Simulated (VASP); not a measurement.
Wanted: the native input for a VASP 6.6.1 run.

* Task: single point
* Functional: RPBE
* Potentials or basis: VASP PAW PBE potentials, release 64 (Hf_pv, N)
* Cutoff: 520 eV
* k mesh: 9 × 9 × 9
* Occupations: fermi-dirac, width 0.05 eV
* Spin: no spin polarisation
* Dipole correction: no
* Further INCAR settings: ALGO = Normal; EDIFF = 1e-06; NBANDS = 14

The structure of HfN lies in POSCAR:

```
HfN
1.0
    0.0000000000      2.4730868691      2.4730868691
    2.4730868691      0.0000000000      2.4730868691
    2.4730868691      2.4730868691      0.0000000000
Hf N
1 1
Direct
    0.0000000000      0.0000000000      0.0000000000
    0.2500000000      0.2500000000      0.2500000000
```

The input as run:

INCAR

```
SYSTEM = HfN
PREC     = Accurate       ! precision mode
ENCUT    = 520            ! plane-wave cutoff, eV
EDIFF    = 1E-6           ! SCF threshold, eV
ISMEAR   = -1             ! smearing method
SIGMA    = 0.05           ! smearing width, eV
LREAL    = .False.        ! projectors in reciprocal space
LASPH    = .True.         ! aspherical terms in the spheres
NELM     = 80             ! most SCF steps
ALGO     = Normal         ! electronic algorithm
ISIF     = 2              ! what is computed and relaxed
LWAVE    = .False.        ! write WAVECAR
LCHARG   = .False.        ! write CHGCAR
GGA      = RP             ! functional
NBANDS   = 14             ! bands
```

KPOINTS

```
Automatic mesh
0
Gamma
  9 9 9
  0 0 0
```

Potentials or basis: VASP PAW PBE potentials, release 64 (Hf_pv, N).

The run is started by

```sh
$ cat potpaw_PBE.64/Hf_pv/POTCAR potpaw_PBE.64/N/POTCAR > POTCAR
$ mpirun -np 1 vasp_std > vasp.out
```

Results of the run:

| Property | Result |
| --- | --- |
| Pressure | -1.1 GPa |

Caveat: the PAW data sets were made with another functional, which shifts forces and pressure a little.

Run time: 12 s on 1 thread of AMD EPYC 7R13 Processor (Zen 3) (shared host), peak memory 0.13 GiB.
